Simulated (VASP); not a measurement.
# Al3Cu (Pm-3m) in VASP: a series of runs, part 2 of 2

VASP 6.6.1. The steps go on from the part before.

## 3. Relaxation of volume and atoms at fixed shape, PBEsol

This run uses another cell than the first one, of 15.11 Å³/atom, 1.026 times its volume.

INCAR

```
PREC = Accurate ; ENCUT = 600
EDIFF = 1E-7 ; ISMEAR = 0
SIGMA = 0.05 ; LREAL = False
LASPH = True ; NELM = 100
ALGO = Normal ; ISIF = 8
LWAVE = False ; LCHARG = False
GGA = PS ; IBRION = 2
NSW = 80 ; EDIFFG = -0.01
```

KPOINTS

```
regular mesh
0
Gamma
  11 11 11
```

POSCAR

```
Al3Cu
1.0
    3.9241510000      0.0000000000      0.0000000000
    0.0000000000      3.9241510000      0.0000000000
    0.0000000000      0.0000000000      3.9241510000
Al Cu
3 1
Direct
    0.0000000000      0.5000000000      0.5000000000
    0.5000000000      0.0000000000      0.5000000000
    0.5000000000      0.5000000000      0.0000000000
    0.0000000000      0.0000000000      0.0000000000
```

Potentials or basis: VASP PAW PBE potentials, release 64 (Al, Cu).

Started as:

```console
> cat potpaw_PBE.64/Al/POTCAR potpaw_PBE.64/Cu/POTCAR > POTCAR
> mpirun -np 1 vasp_std > vasp.out
```

OUTCAR:

```text
PREC = Accurate
   ENCUT = 600
   EDIFF = 1E-7
   ISMEAR = 0
   LREAL = False
   LASPH = True
   NELM = 100
   ISIF = 8
   GGA = PS
   IBRION = 2
   NSW = 80
   EDIFFG = -0.01

 ion  position               nearest neighbor table
   1  0.000  0.500  0.500-   2 2.77   3 2.77   4 2.77   3 2.77   4 2.77   2 2.77   4 2.77   4 2.77
                             2 2.77   3 2.77   3 2.77   2 2.77
   2  0.500  0.000  0.500-   1 2.77   3 2.77   4 2.77   3 2.77   4 2.77   1 2.77   3 2.77   3 2.77
                             1 2.77   4 2.77   4 2.77   1 2.77
   3  0.500  0.500  0.000-   1 2.77   2 2.77   4 2.77   1 2.77   2 2.77   2 2.77   4 2.77   2 2.77
                             1 2.77   4 2.77   1 2.77   4 2.77
   4  0.000  0.000  0.000-   1 2.77   2 2.77   3 2.77   1 2.77   2 2.77   1 2.77   3 2.77   1 2.77
                             2 2.77   3 2.77   2 2.77   3 2.77

  LATTYP: Found a simple cubic cell.
 ALAT       =     3.9241510000

  Lattice vectors:

 A1 = (   3.9241510000,   0.0000000000,   0.0000000000)
 A2 = (   0.0000000000,   3.9241510000,   0.0000000000)
 A3 = (   0.0000000000,   0.0000000000,   3.9241510000)

Analysis of symmetry for initial positions (statically):
=====================================================================
 Subroutine PRICEL returns:
 Original cell was already a primitive cell.

 Routine SETGRP: Setting up the symmetry group for a
 simple cubic supercell.

 Subroutine GETGRP returns: Found 48 space group operations
 (whereof 48 operations were pure point group operations)
 out of a pool of 48 trial point group operations.

The static configuration has the point symmetry O_h .

Analysis of symmetry for dynamics (positions and initial velocities):
=====================================================================
 Subroutine PRICEL returns:
 Original cell was already a primitive cell.

 Routine SETGRP: Setting up the symmetry group for a
 simple cubic supercell.

 Subroutine GETGRP returns: Found 48 space group operations
 (whereof 48 operations were pure point group operations)
 out of a pool of 48 trial point group operations.

The dynamic configuration has the point symmetry O_h .

 Subroutine INISYM returns: Found 48 space group operations
 (whereof 48 operations are pure point group operations),
 and found     1 'primitive' translations

----------------------------------------------------------------------------------------

                                     Primitive cell

  volume of cell :      60.4278

  direct lattice vectors                    reciprocal lattice vectors
     3.924151000  0.000000000  0.000000000     0.254832192  0.000000000  0.000000000
     0.000000000  3.924151000  0.000000000     0.000000000  0.254832192  0.000000000
     0.000000000  0.000000000  3.924151000     0.000000000  0.000000000  0.254832192

  length of vectors
     3.924151000  3.924151000  3.924151000     0.254832192  0.254832192  0.254832192

  position of ions in fractional coordinates (direct lattice)
     0.000000000  0.500000000  0.500000000
     0.500000000  0.000000000  0.500000000
     0.500000000  0.500000000  0.000000000
     0.000000000  0.000000000  0.000000000

  ion indices of the primitive-cell ions
[... 64 lines left out ...]
   ions per type =               3   1
   NGX,Y,Z   is equivalent  to a cutoff of  13.56, 13.56, 13.56 a.u.
   NGXF,Y,Z  is equivalent  to a cutoff of  27.11, 27.11, 27.11 a.u.
 SYSTEM =  unknown system
   PREC   = accura    normal or accurate (medium, high low for compatibility)
   ISTART =      0    job   : 0-new  1-cont  2-samecut
   ICHARG =      2    charge: 1-file 2-atom 10-const
   ISPIN  =      1    spin polarized calculation?
   LNONCOLLINEAR =      F non collinear calculations
   LSORBIT =      F    spin-orbit coupling
   LASPH  =      T    aspherical Exc in radial PAW
   ENCUT  =  600.0 eV  44.10 Ry    6.64 a.u.   7.84  7.84  7.84*2*pi/ulx,y,z
   NELM   =    100;   NELMIN=  2; NELMDL= -5     # of ELM steps
   EDIFF  = 0.1E-06   stopping-criterion for ELM
   LREAL  =      F    real-space projection
   EDIFFG = -.1E-01   stopping-criterion for IOM
   NSW    =     80    number of steps for IOM
   IBRION =      2    ionic relax: 0-MD 1-quasi-New 2-CG
   NFREE  =      1    steps in history (QN), initial steepest desc. (CG)
   ISIF   =      8    stress and relaxation
   ISYM   =      2    0-nonsym 1-usesym 2-fastsym
   POTIM  = 0.5000    time-step for ionic-motion
   TEBEG  =    0.0;   TEEND  =   0.0 temperature during run
   PSTRESS=    0.0 pullay stress
   NELECT =      20.0000    total number of electrons
   NUPDOWN=      -1.0000    fix difference up-down
   EMIN   =  10.00;   EMAX   =-10.00  energy-range for DOS
   EFERMI =   0.00;   METHOD = LEGACY
   ISMEAR =     0;   SIGMA  =   0.05  broadening in eV -4-tet -1-fermi 0-gaus
   EFERMI_NEDOS =   21; number of points for ismear=-14 and -15
   IALGO  =     38    algorithm
   IMIX   =      4    mixing-type and parameters
     AMIX     =   0.40;   BMIX     =  1.00
     AMIX_MAG =   1.60;   BMIX_MAG =  1.00
  volume/ion in A,a.u.               =      15.11       101.95
  Fermi-wavevector in a.u.,A,eV,Ry     =   1.132415  2.139955 17.447632  1.282365
  Thomas-Fermi vector in A             =   2.269116
   LORBIT       =      0    0 simple, 1 ext, 2 COOP (PROOUT), +10 PAW based schemes
   GGA     = PS    functional components
   LHFCALC =     F    Hartree Fock is set to
   AEXX    =    0.0000 exact exchange contribution
   IVDW    =     0    specifies the selected vdW correction
   LEPSILON=     F    determine dielectric tensor
   LRPA    =     F    only Hartree local field effects (RPA)
 conjugate gradient relaxation of ions
 non-spin polarized calculation
 Gauss-broadening in eV      SIGMA  =   0.05
  energy-cutoff  :      600.00
  volume of cell :       60.43
 maximum number of plane-waves:      2028
 NGX is ok and might be reduce to    32
   NGX = 15   NGY = 15   NGZ = 15

--------------------------------------- Ionic step        1  -------------------------------------------

 number of electron      20.0000005 magnetization

 Free energy of the ion-electron system (eV)
  ---------------------------------------------------
  ext. energy  EPLUGINS =         0.00000000
  ---------------------------------------------------
  free energy    TOTEN  =       -16.70913823 eV

  energy without entropy =      -16.70777778  energy(sigma->0) =      -16.70845801

------------------------ aborting loop because EDIFF is reached ----------------------------------------

  FORCE on cell =-STRESS in cart. coord.  units (eV):
  Direction    XX          YY          ZZ          XY          YZ          ZX
  --------------------------------------------------------------------------------------
  -------------------------------------------------------------------------------------
  Total       -0.8421640     -0.8421640     -0.8421640     -0.0000000     -0.0000000     -0.0000000
  in kB      -22.3290448    -22.3290448    -22.3290448     -0.0000000     -0.0000000     -0.0000000
  external PRESSURE =     -22.3290448 kB  Pullay stress =       0.0000000 kB
[... 63 lines left out ...]
--------------------------------------- Ionic step        3  -------------------------------------------

 number of electron      19.9999994 magnetization

 Free energy of the ion-electron system (eV)
  ---------------------------------------------------
  ext. energy  EPLUGINS =         0.00000000
  ---------------------------------------------------
  free energy    TOTEN  =       -16.71914657 eV

  energy without entropy =      -16.71792928  energy(sigma->0) =      -16.71853792

 E-fermi :   8.4028     XC(G=0): -10.9278

 val. band max:        8.3908023978   @ k =   0.3636   0.1818   0.1818
 cond. band min:       8.4310439846   @ k =   0.4545   0.0909   0.0909
 fundamental gap:      0.0402415868
 Fermi energy:         8.4027750497

 k-point     1 :       0.0000    0.0000    0.0000
  band No.  band energies     occupation
      1      -2.8700      2.00000
      2       4.0534      2.00000
      3       4.0534      2.00000
      4       4.7821      2.00000
      5       4.7821      2.00000
      6       4.7821      2.00000
      7       5.9796      2.00000
      8       5.9796      2.00000
      9       5.9796      2.00000
     10       7.8086      2.00000
     11       8.9118      0.00000
     12       8.9118      0.00000
     13      14.8891      0.00000
     14      14.8891      0.00000
[... 377 lines left out ...]
      1      -1.9859      2.00000
      2       2.2456      2.00000
      3       4.0530      2.00000
      4       4.3883      2.00000
      5       4.4978      2.00000
      6       4.7409      2.00000
      7       4.9639      2.00000
      8       6.1972      2.00000
      9       6.4480      2.00000
     10       9.6084      0.00000
     11      10.1982      0.00000
     12      10.4391      0.00000
     13      10.5910      0.00000
     14      12.9432      0.00000

 [... further k-points ...]
[... 5 lines left out ...]
  --------------------------------------------------------------------------------------
  -------------------------------------------------------------------------------------
  Total        0.0077577      0.0077577      0.0077577      0.0000000      0.0000000      0.0000000
  in kB        0.2105693      0.2105693      0.2105693      0.0000000      0.0000000      0.0000000
  external PRESSURE =       0.2105693 kB  Pullay stress =       0.0000000 kB
[... 19 lines left out ...]
  FREE ENERGIE OF THE ION-ELECTRON SYSTEM (eV)
  ---------------------------------------------------
  free  energy   TOTEN  =       -16.7191465674 eV

  energy  without entropy=      -16.7179292750  energy(sigma->0) =      -16.71853792

 reached required accuracy - stopping structural energy minimisation
```

CONTCAR:

```text
Al3Cu
   1.00000000000000
     3.8935768194052791    0.0000000000000000    0.0000000000000000
     0.0000000000000000    3.8935768194052791    0.0000000000000000
     0.0000000000000000    0.0000000000000000    3.8935768194052791
  Al              Cu
     3     1
Direct
     0.0000000000000000    0.5000000000000000    0.5000000000000000
     0.5000000000000000    0.0000000000000000    0.5000000000000000
     0.5000000000000000    0.5000000000000000    0.0000000000000000
     0.0000000000000000    0.0000000000000000    0.0000000000000000

  0.00000000E+00  0.00000000E+00  0.00000000E+00
  0.00000000E+00  0.00000000E+00  0.00000000E+00
  0.00000000E+00  0.00000000E+00  0.00000000E+00
  0.00000000E+00  0.00000000E+00  0.00000000E+00
```

Wall time 40 s (1 thread of Intel Xeon 6975P-C (Granite Rapids), shared host); peak memory 0.22 GiB.

What came out:

| Property | Result |
| --- | --- |
| Free energy | -16.7191 eV |
| Relaxed volume | 14.76 Å³/atom |
| Relaxed cell | a = 3.894 Å, b = 3.894 Å, c = 3.894 Å, α = 90.00°, β = 90.00°, γ = 90.00° |
| Space group after relaxing (to 0.05 Å) | Pm-3m (No. 221) |
| Energy gained by relaxing | 2.5 meV/atom |
| Ionic steps | 3 |
| Pressure after relaxing | 0.0 GPa |
| Band gap on the k mesh | zero (band 10 reaches 10.36 eV, above the bottom of band 11 at 6.58 eV) |

The path:
```
step  energy change (eV)  largest force (eV/Å)  pressure (GPa)  volume (Å³)
   1              0.0000                0.0000           -2.23        60.43
   2             -0.0091                0.0000            0.75        58.61
   3             -0.0100                0.0000            0.02        59.03
```

Final structure:
```
Al Cu
1.0
     3.89358    0.00000    0.00000
     0.00000    3.89358    0.00000
     0.00000    0.00000    3.89358
Al Cu
3 1
Direct
  0.00000 0.50000 0.50000
  0.50000 0.00000 0.50000
  0.50000 0.50000 0.00000
  0.00000 0.00000 0.00000
```

Caveat: the PAW data sets were made with another functional, which shifts forces and pressure a little.
